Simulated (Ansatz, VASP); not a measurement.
# One calculation of CaO, two programs

```
Ca O
1.0
    -0.03261    2.36494    2.36494
     2.36494   -0.03261    2.36494
     2.36494    2.36494   -0.03261
Ca O
1 1
Direct
  0.00000 0.00000 0.00000
  0.50000 0.50000 0.50000
```

Change from the starting cell: shear_111 strain -2.0%.

Alike in both runs: task single point; functional r2SCAN; k mesh 10 × 10 × 10; no spin polarisation.

|  | VASP | Ansatz |
| --- | --- | --- |
| version | VASP 6.6.1 | Ansatz 0.2.0 |
| potentials or method | VASP PAW PBE potentials, release 64 (Ca_sv, O) | plane waves, PAW |
| plane-wave cutoff (eV) | 520 | 500 |
| occupations | gaussian, width 0.01 eV | fixed |
| valence electrons in the cell | 16 | 16 |

```csv
,VASP,Ansatz,Ansatz less VASP
gap on the k mesh at the Fermi level (eV),4.13,4.14,+0.013
pressure (GPa),3.7,2.5,-1.18
"traceless stress, the component that is largest in VASP (GPa)",1.04,1.05,+0.015
```

VASP's potentials were made for PBE, not for r2SCAN.
